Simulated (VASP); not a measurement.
Write the native input for VASP 6.6.1 that does the following.

* Task: single point
* Functional: PBE
* Potentials or basis: VASP PAW PBE potentials, release 64 (La)
* Cutoff: 520 eV
* k mesh: 12 × 12 × 12
* Occupations: fermi-dirac, width 0.0612256 eV
* Spin: no spin polarisation
* Dipole correction: no
* Further INCAR settings: ALGO = Normal; EDIFF = 1e-07; NBANDS = 12

The structure of La lies in POSCAR:

```
La
1.0
   -2.1558766609      2.1558766609      2.1558766609
    2.1558766609     -2.1558766609      2.1558766609
    2.1558766609      2.1558766609     -2.1558766609
La
1
Direct
    0.0000000000      0.0000000000      0.0000000000
```

This isn't the form of La at room conditions, which is double hcp.

The input as run:

INCAR

```
SYSTEM = La
ALGO = Normal ; EDIFF = 1E-7
ENCUT = 520 ; GGA = PE
ISIF = 2 ; ISMEAR = -1
LASPH = .TRUE. ; LCHARG = .TRUE.
LELF = .TRUE. ; LREAL = .FALSE.
LVHAR = .TRUE. ; LWAVE = .FALSE.
NBANDS = 12 ; NELM = 60
PREC = Accurate ; SIGMA = 0.06122561905347299
```

KPOINTS

```
k-points
0
G
  12 12 12
  0 0 0
```

Potentials or basis: VASP PAW PBE potentials, release 64 (La).

The run is started by

```console
$ cat potpaw_PBE.64/La/POTCAR > POTCAR
$ mpirun -np 1 vasp_std > vasp.out
```

It gave:

```
Pressure               : -1.4 GPa
Band gap on the k mesh : zero (an odd number of electrons rules out a gap without spin polarisation)
```

Caveat: spin-orbit coupling is left out, which moves the levels of the heavy elements.

Run time: 24 s on 1 thread of Intel(R) Xeon(R) 6975P-C (Granite Rapids) (shared host), peak memory 0.19 GiB.
